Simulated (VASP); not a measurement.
Input of a VASP 6.6.1 run:

Contents of INCAR:

```
ALGO     = Normal         # electronic algorithm
EDIFF    = 1E-6           # SCF threshold, eV
ENCUT    = 520            # plane-wave cutoff, eV
GGA      = PS             # functional
ISIF     = 2              # what is computed and relaxed
ISMEAR   = -1             # smearing method
LASPH    = T              # aspherical terms in the spheres
LCHARG   = F              # write CHGCAR
LREAL    = F              # projectors in reciprocal space
LWAVE    = F              # write WAVECAR
NBANDS   = 22             # bands
NELM     = 60             # most SCF steps
PREC     = Accurate       # precision mode
SIGMA    = 0.05           # smearing width, eV
```

KPOINTS

```
k-points
0
Gamma
  7 7 7
```

Contents of POSCAR:

```
NaLi2
1.0
    0.0000000000      4.2752996350      4.2752996350
    4.2752996350      0.0000000000      4.2752996350
    4.2752996350      4.2752996350      0.0000000000
Na Li
2 4
Direct
    0.1250000000      0.1250000000      0.1250000000
   -0.1250000000     -0.1250000000     -0.1250000000
    0.5000000000      0.5000000000      0.5000000000
    0.5000000000      0.5000000000      0.0000000000
    0.5000000000      0.0000000000      0.5000000000
    0.0000000000      0.5000000000      0.5000000000
```

Potentials or basis: VASP PAW PBE potentials, release 64 (Na_pv, Li_sv).

The run is started by

```sh
$ cat potpaw_PBE.64/Na_pv/POTCAR potpaw_PBE.64/Li_sv/POTCAR > POTCAR
$ mpirun -np 1 vasp_std > vasp.out
```

Question: Estimate the band gap on the k mesh.

Answer: Zero (band 13 reaches 1.50 eV, above the bottom of band 14 at -0.29 eV).
